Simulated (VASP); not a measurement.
Crystal: RbBr.

```
Rb Br
1.0
     4.12793    0.03364    0.00000
     0.03364    4.12793    0.00000
     0.00000    0.00000    4.12793
Rb Br
1 1
Direct
  0.00000 0.00000 0.00000
  0.50000 0.50000 0.50000
```

This cell differs from its parent crystal: shear xy strain +1.6%.

Base run:

```yaml
Program: VASP 6.6.1
Functional: PBE
Potentials_or_basis: VASP PAW PBE potentials, release 64 (Rb_sv, Br)
Cutoff: 520 eV
k_mesh: 6 × 6 × 6
Occupations: fermi-dirac, width 0.02 eV
Spin: no spin polarisation
```

Its results: band gap on the k mesh 4.08 eV (least direct gap 4.23 eV); pressure 0.8 GPa.

Q: The run is repeated on the same cell with these changes: functional from PBE to r2SCAN; occupations from fermi-dirac, width 0.02 eV to gaussian, width 0.01 eV. What comes out?

A: Band gap on the k mesh 4.83 eV (least direct gap 4.98 eV); pressure 0.0 GPa.

Caveats: the PAW data sets were made with another functional, which shifts forces and pressure a little (at least some runs).

A k mesh can miss the band edges.
